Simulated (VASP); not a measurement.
Runs of VASP 6.6.1 on SrTiO3. The structure is that of space group Pm-3m (No. 221), or close to it. The cells are those of the table. 

| cell | gap on the mesh (eV) | pressure (GPa) |
| --- | --- | --- |
| a = 3.772 Å, 5 atoms | 2.04 | 29.7 |
| a = 3.988 Å, 5 atoms | (a) | -5.6 |
| a = 3.714 Å, 5 atoms | 2.11 | 44.4 |
| a = 3.936 Å, 5 atoms | 1.81 | (b) |
| a = 3.905 Å, 5 atoms | 1.85 | 4.9 |
| a = 3.654 Å, 5 atoms | 2.17 | 62.9 |
| a = 3.942 Å, 5 atoms | 1.80 | (c) |
| a = 3.829 Å, 5 atoms | 1.96 | 17.8 |

Alike in all rows: task single point; level PBE; potentials or basis VASP PAW PBE potentials, release 64 (Sr_sv, Ti_sv, O); no spin polarisation; k mesh 6 × 6 × 6; cutoff (eV) 520; smearing gaussian 0.05 eV.

Q: Fill in the values left out.

A: (a) 1.74; (b) 0.6; (c) -0.1.

Caveats: the cell stands under pressure (at least some runs); the cell stands under tension (at least some runs).

A k mesh can miss the band edges, and the runs leave out spin-orbit coupling on Sr.
